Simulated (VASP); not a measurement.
# Li2SiS3 (P6/mmm) in VASP: further runs

Li2SiS3 is run at these levels: PBE; tasks: single point, relaxation of cell and atoms.

All numbers are computed with VASP 6.6.1; they aren't measurements. Logs are shortened: lines on timing, memory, paths and dates and some standing lists are left out, and cuts for length are marked.

### 1 The cell of the first run

The structure is hexagonal, space group P6/mmm (No. 191). Conventional cell: a = 5.596 Å, b = 5.596 Å, c = 3.843 Å, α = 90.00°, β = 90.00°, γ = 120.00°. Within 3.3 Å of Li (site symmetry -6m2) lie 6 S at 2.51 Å and 3 Li at 3.23 Å. Within 3.7 Å of Si (site symmetry 6/mmm) lie 6 S at 2.80 Å. S (site symmetry mmm) has 4 Li at 2.51 Å and 4 S at 2.80 Å and 2 Si at 2.80 Å within 3.3 Å.

### 2 Single point, PBE

Input file INCAR:

```
SYSTEM = Li2SiS3
  PREC = Accurate
  ENCUT = 520
  EDIFF = 1E-6
  ISMEAR = 0
  SIGMA = 0.1
  LREAL = .FALSE.
  LASPH = .TRUE.
  NELM = 80
  ALGO = Normal
  ISIF = 2
  LWAVE = .FALSE.
  LCHARG = .TRUE.
  GGA = PE
  LELF = .TRUE.
  LVHAR = .TRUE.
  NBANDS = 23
```

Input file KPOINTS:

```
regular mesh
0
G
  6 6 4
  0 0 0
```

Input file POSCAR:

```
Li2SiS3
1.0
    5.5960319423     -0.0000000035      0.0000000000
   -2.7980159681      4.8463058241      0.0000000000
    0.0000000000      0.0000000000      3.8432045909
Li Si S
2 1 3
Direct
    0.3333333333      0.6666666667      0.0000000000
    0.6666666667      0.3333333333      0.0000000000
    0.0000000000      0.0000000000      0.5000000000
    0.5000000000      0.0000000000      0.5000000000
    0.0000000000      0.5000000000      0.5000000000
    0.5000000000      0.5000000000      0.5000000000
```

Potentials or basis: VASP PAW PBE potentials, release 64 (Li_sv, Si, S).

Command:

```bash
$ cat potpaw_PBE.64/Li_sv/POTCAR potpaw_PBE.64/Si/POTCAR potpaw_PBE.64/S/POTCAR > POTCAR
$ mpirun -np 1 vasp_std > vasp.out
```

OUTCAR:

```text
SYSTEM = Li2SiS3
   PREC = Accurate
   ENCUT = 520
   EDIFF = 1E-6
   ISMEAR = 0
   LREAL = .FALSE.
   LASPH = .TRUE.
   NELM = 80
   ISIF = 2
   GGA = PE

 ion  position               nearest neighbor table
   1  0.333  0.667  0.000-   4 2.51   4 2.51   5 2.51   5 2.51   6 2.51   6 2.51
   2  0.667  0.333  0.000-   4 2.51   4 2.51   5 2.51   5 2.51   6 2.51   6 2.51
   3  0.000  0.000  0.500-   5 2.80   5 2.80   6 2.80   6 2.80   4 2.80   4 2.80
   4  0.500  0.000  0.500-   1 2.51   2 2.51   1 2.51   2 2.51   3 2.80   3 2.80
   5  0.000  0.500  0.500-   1 2.51   2 2.51   1 2.51   2 2.51   3 2.80   3 2.80
   6  0.500  0.500  0.500-   1 2.51   2 2.51   1 2.51   2 2.51   3 2.80   3 2.80

  LATTYP: Found a hexagonal cell.
 ALAT       =     5.5960319423
 C/A-ratio  =     0.6867731690

  Lattice vectors:

 A1 = (   5.5960319423,  -0.0000000035,   0.0000000000)
 A2 = (  -2.7980159681,   4.8463058241,   0.0000000000)
 A3 = (   0.0000000000,   0.0000000000,   3.8432045909)

Analysis of symmetry for initial positions (statically):
=====================================================================
 Subroutine PRICEL returns:
 Original cell was already a primitive cell.

 Routine SETGRP: Setting up the symmetry group for a
 hexagonal supercell.

 Subroutine GETGRP returns: Found 24 space group operations
 (whereof 24 operations were pure point group operations)
 out of a pool of 24 trial point group operations.

The static configuration has the point symmetry D_6h.

Analysis of symmetry for dynamics (positions and initial velocities):
=====================================================================
 Subroutine PRICEL returns:
 Original cell was already a primitive cell.

 Routine SETGRP: Setting up the symmetry group for a
 hexagonal supercell.

 Subroutine GETGRP returns: Found 24 space group operations
 (whereof 24 operations were pure point group operations)
 out of a pool of 24 trial point group operations.

The dynamic configuration has the point symmetry D_6h.

 Subroutine INISYM returns: Found 24 space group operations
 (whereof 24 operations are pure point group operations),
 and found     1 'primitive' translations

----------------------------------------------------------------------------------------

                                     Primitive cell

  volume of cell :     104.2280

  direct lattice vectors                    reciprocal lattice vectors
     5.596031942 -0.000000003  0.000000000     0.178698051  0.103171368  0.000000000
    -2.798015968  4.846305824  0.000000000     0.000000000  0.206342735  0.000000000
     0.000000000  0.000000000  3.843204591     0.000000000  0.000000000  0.260199523

  length of vectors
     5.596031942  5.596031942  3.843204591     0.206342735  0.206342735  0.260199523

  position of ions in fractional coordinates (direct lattice)
     0.333333333  0.666666667  0.000000000
     0.666666667  0.333333333  0.000000000
     0.000000000  0.000000000  0.500000000
     0.500000000  0.000000000  0.500000000
     0.000000000  0.500000000  0.500000000
     0.500000000  0.500000000  0.500000000

  ion indices of the primitive-cell ions
   primitive index   ion index
                 1           1
                 2           2
                 3           3
                 4           4
                 5           5
                 6           6

----------------------------------------------------------------------------------------

 KPOINTS: regular mesh

Automatic generation of k-mesh.
 Grid dimensions read from file:
 generate k-points for:    6    6    4

 Generating k-lattice:

  Cartesian coordinates                     Fractional coordinates (reciprocal lattice)
     0.029783008  0.017195228  0.000000000     0.166666667  0.000000000  0.000000000
     0.000000000  0.034390456  0.000000000     0.000000000  0.166666667  0.000000000
     0.000000000  0.000000000  0.065049881     0.000000000  0.000000000  0.250000000

  Length of vectors
     0.034390456  0.034390456  0.065049881

  Shift w.r.t. Gamma in fractional coordinates (k-lattice)
     0.000000000  0.000000000  0.000000000

 Subroutine IBZKPT returns following result:
 ===========================================

 Found     21 irreducible k-points:

 Following reciprocal coordinates:
            Coordinates               Weight
  0.000000  0.000000  0.000000      1.000000
  0.166667 -0.000000  0.000000      6.000000
  0.333333 -0.000000  0.000000      6.000000
  0.500000  0.000000  0.000000      3.000000
  0.166667  0.166667  0.000000      6.000000
  0.333333  0.166667  0.000000     12.000000
[... 13 lines left out ...]
  0.333333  0.166667  0.500000     12.000000
  0.333333  0.333333  0.500000      2.000000
   k-points           NKPTS =     21   k-points in BZ     NKDIM =     21   number of bands    NBANDS=     23
   number of dos      NEDOS =    301   number of ions     NIONS =      6
   total plane-waves  NPLWV =  52920
   dimension x,y,z NGX =    42 NGY =   42 NGZ =   30
   dimension x,y,z NGXF=    84 NGYF=   84 NGZF=   60
   ions per type =               2   1   3
   NGX,Y,Z   is equivalent  to a cutoff of  12.48, 12.48, 12.98 a.u.
   NGXF,Y,Z  is equivalent  to a cutoff of  24.95, 24.95, 25.95 a.u.
 SYSTEM =  Li2SiS3
   PREC   = accura    normal or accurate (medium, high low for compatibility)
   ISTART =      0    job   : 0-new  1-cont  2-samecut
   ICHARG =      2    charge: 1-file 2-atom 10-const
   ISPIN  =      1    spin polarized calculation?
   LNONCOLLINEAR =      F non collinear calculations
   LSORBIT =      F    spin-orbit coupling
   LASPH  =      T    aspherical Exc in radial PAW
   ENCUT  =  520.0 eV  38.22 Ry    6.18 a.u.  10.40 10.40  7.15*2*pi/ulx,y,z
   NELM   =     80;   NELMIN=  2; NELMDL= -5     # of ELM steps
   EDIFF  = 0.1E-05   stopping-criterion for ELM
   LREAL  =      F    real-space projection
   EDIFFG = 0.1E-04   stopping-criterion for IOM
   NSW    =      0    number of steps for IOM
   IBRION =     -1    ionic relax: 0-MD 1-quasi-New 2-CG
   NFREE  =      0    steps in history (QN), initial steepest desc. (CG)
   ISIF   =      2    stress and relaxation
   ISYM   =      2    0-nonsym 1-usesym 2-fastsym
   POTIM  = 0.5000    time-step for ionic-motion
   TEBEG  =    0.0;   TEEND  =   0.0 temperature during run
   PSTRESS=    0.0 pullay stress
   NELECT =      28.0000    total number of electrons
   NUPDOWN=      -1.0000    fix difference up-down
   EMIN   =  10.00;   EMAX   =-10.00  energy-range for DOS
   EFERMI =   0.00;   METHOD = LEGACY
   ISMEAR =     0;   SIGMA  =   0.10  broadening in eV -4-tet -1-fermi 0-gaus
   EFERMI_NEDOS =   21; number of points for ismear=-14 and -15
   IALGO  =     38    algorithm
   IMIX   =      4    mixing-type and parameters
     AMIX     =   0.40;   BMIX     =  1.00
     AMIX_MAG =   1.60;   BMIX_MAG =  1.00
  volume/ion in A,a.u.               =      17.37       117.23
  Fermi-wavevector in a.u.,A,eV,Ry     =   1.056329  1.996173 15.181811  1.115832
  Thomas-Fermi vector in A             =   2.191561
   LORBIT       =      0    0 simple, 1 ext, 2 COOP (PROOUT), +10 PAW based schemes
   GGA     = PE    functional components
   LHFCALC =     F    Hartree Fock is set to
   AEXX    =    0.0000 exact exchange contribution
   IVDW    =     0    specifies the selected vdW correction
   LEPSILON=     F    determine dielectric tensor
   LRPA    =     F    only Hartree local field effects (RPA)
 non-spin polarized calculation
 Gauss-broadening in eV      SIGMA  =   0.10
  energy-cutoff  :      520.00
  volume of cell :      104.23
 maximum number of plane-waves:      2846
 NGX is ok and might be reduce to    42
   NGX = 21   NGY = 21   NGZ = 15

 number of electron      28.0000024 magnetization

 Free energy of the ion-electron system (eV)
  ---------------------------------------------------
  ext. energy  EPLUGINS =         0.00000000
  ---------------------------------------------------
  free energy    TOTEN  =       -22.57109163 eV

  energy without entropy =      -22.55647728  energy(sigma->0) =      -22.56378446

 E-fermi :   4.8694     XC(G=0):  -9.3242

 val. band max:        4.8336711650   @ k =   0.1667   0.1667   0.0000
 cond. band min:       4.8947819925   @ k =   0.1667   0.1667   0.2500
 fundamental gap:      0.0611108275
 Fermi energy:         4.8693637245

 k-point     1 :       0.0000    0.0000    0.0000
  band No.  band energies     occupation
      1     -41.1614      2.00000
      2     -41.1558      2.00000
      3     -10.0515      2.00000
      4      -7.1017      2.00000
      5      -7.1017      2.00000
      6      -1.8936      2.00000
[... 15 lines left out ...]
     22      10.3204      0.00000
     23      11.8414      0.00000

 k-point     2 :       0.1667   -0.0000    0.0000
  band No.  band energies     occupation
      1     -41.1611      2.00000
      2     -41.1562      2.00000
      3      -9.9274      2.00000
      4      -7.4080      2.00000
      5      -7.1409      2.00000
      6      -2.5256      2.00000
[... 15 lines left out ...]
     22      10.2508      0.00000
     23      11.8283      0.00000

 k-point     3 :       0.3333   -0.0000    0.0000
  band No.  band energies     occupation
      1     -41.1602      2.00000
      2     -41.1570      2.00000
      3      -9.5789      2.00000
      4      -8.0697      2.00000
      5      -7.2155      2.00000
      6      -3.1237      2.00000
[... 15 lines left out ...]
     22      10.8175      0.00000
     23      12.0211      0.00000

 k-point     4 :       0.5000    0.0000    0.0000
  band No.  band energies     occupation
      1     -41.1595      2.00000
      2     -41.1576      2.00000
      3      -9.2384      2.00000
      4      -8.5480      2.00000
      5      -7.2510      2.00000
      6      -3.3217      2.00000
[... 15 lines left out ...]
     22      11.5471      0.00000
     23      12.2477      0.00000

 k-point     5 :       0.1667    0.1667    0.0000
  band No.  band energies     occupation
      1     -41.1605      2.00000
      2     -41.1568      2.00000
      3      -9.6886      2.00000
      4      -7.8530      2.00000
      5      -7.2450      2.00000
      6      -2.9016      2.00000
[... 15 lines left out ...]
     22      10.5099      0.00000
     23      12.3744      0.00000

 k-point     6 :       0.3333    0.1667    0.0000
  band No.  band energies     occupation
      1     -41.1595      2.00000
      2     -41.1577      2.00000
      3      -9.2734      2.00000
      4      -8.4433      2.00000
      5      -7.3646      2.00000
      6      -3.1103      2.00000
[... 15 lines left out ...]
     22      11.4571      0.00000
     23      12.6451      0.00000

 k-point     7 :       0.3333    0.3333    0.0000
  band No.  band energies     occupation
      1     -41.1586      2.00000
      2     -41.1586      2.00000
      3      -8.8552      2.00000
      4      -8.8552      2.00000
      5      -7.4994      2.00000
      6      -2.9852      2.00000
[... 275 lines left out ...]
     22      12.4422      0.00000
     23      12.8851      0.00000

 k-point    18 :       0.5000    0.0000    0.5000
  band No.  band energies     occupation
      1     -41.1588      2.00000
      2     -41.1570      2.00000
      3      -9.0712      2.00000
      4      -8.3310      2.00000
      5      -6.9702      2.00000
      6      -2.8463      2.00000
[... 15 lines left out ...]
     22      11.9132      0.00000
     23      12.2841      0.00000

 k-point    19 :       0.1667    0.1667    0.5000
  band No.  band energies     occupation
      1     -41.1597      2.00000
      2     -41.1561      2.00000
      3      -9.5163      2.00000
      4      -7.6311      2.00000
      5      -6.9621      2.00000
      6      -2.3872      2.00000
[... 15 lines left out ...]
     22      12.5447      0.00000
     23      13.4371      0.00000

 k-point    20 :       0.3333    0.1667    0.5000
  band No.  band energies     occupation
      1     -41.1588      2.00000
      2     -41.1570      2.00000
      3      -9.1010      2.00000
      4      -8.2410      2.00000
      5      -7.0717      2.00000
      6      -2.6105      2.00000
[... 15 lines left out ...]
     22      11.4514      0.00000
     23      13.1000      0.00000

 k-point    21 :       0.3333    0.3333    0.5000
  band No.  band energies     occupation
      1     -41.1579      2.00000
      2     -41.1579      2.00000
      3      -8.6754      2.00000
      4      -8.6754      2.00000
      5      -7.1915      2.00000
      6      -2.4676      2.00000
[... 15 lines left out ...]
     22      11.9324      0.00000
     23      12.3920      0.00000

------------------------ aborting loop because EDIFF is reached ----------------------------------------

  FORCE on cell =-STRESS in cart. coord.  units (eV):
  Direction    XX          YY          ZZ          XY          YZ          ZX
  --------------------------------------------------------------------------------------
  -------------------------------------------------------------------------------------
  Total        0.1848000      0.1848000     -0.0535994      0.0000000     -0.0000000      0.0000000
  in kB        2.8407180      2.8407180     -0.8239219      0.0000000     -0.0000000      0.0000000
  external PRESSURE =       1.6191714 kB  Pullay stress =       0.0000000 kB

 VOLUME and BASIS-vectors are now :
 -----------------------------------------------------------------------------
  energy-cutoff  :      520.00
  volume of cell :      104.23
      direct lattice vectors                 reciprocal lattice vectors
     5.596031942 -0.000000003  0.000000000     0.178698051  0.103171368  0.000000000
    -2.798015968  4.846305824  0.000000000     0.000000000  0.206342735  0.000000000
     0.000000000  0.000000000  3.843204591     0.000000000  0.000000000  0.260199523

 POSITION                                       TOTAL-FORCE (eV/Angst)
 -----------------------------------------------------------------------------------
      0.00000      3.23087      0.00000         0.000000     -0.000000     -0.000000
      2.79802      1.61544      0.00000        -0.000000      0.000000      0.000000
      0.00000      0.00000      1.92160         0.000000      0.000000      0.000000
      2.79802     -0.00000      1.92160         0.000000      0.000000      0.000000
     -1.39901      2.42315      1.92160         0.000000      0.000000      0.000000
      1.39901      2.42315      1.92160         0.000000      0.000000      0.000000
 -----------------------------------------------------------------------------------
    total drift:                               -0.000000      0.000000      0.000000

  FREE ENERGIE OF THE ION-ELECTRON SYSTEM (eV)
  ---------------------------------------------------
  free  energy   TOTEN  =       -22.5710916280 eV

  energy  without entropy=      -22.5564772836  energy(sigma->0) =      -22.56378446
```

Wall time 78 s (1 thread of Intel Xeon 8259CL, shared host); peak memory 0.23 GiB.

Results:

```
Free energy            : -22.5711 eV
Band gap on the k mesh : zero (band 14 reaches 5.85 eV, above the bottom of band 15 at 3.87 eV)
```

Caveat: the k points lie up to 0.41 Å⁻¹ apart; the cutoff is under 1.25 times the usual one of these potentials, so pressure, stress and relaxed cells hold a basis-set (Pulay) error.

(Part 1 of 2 ends here.)
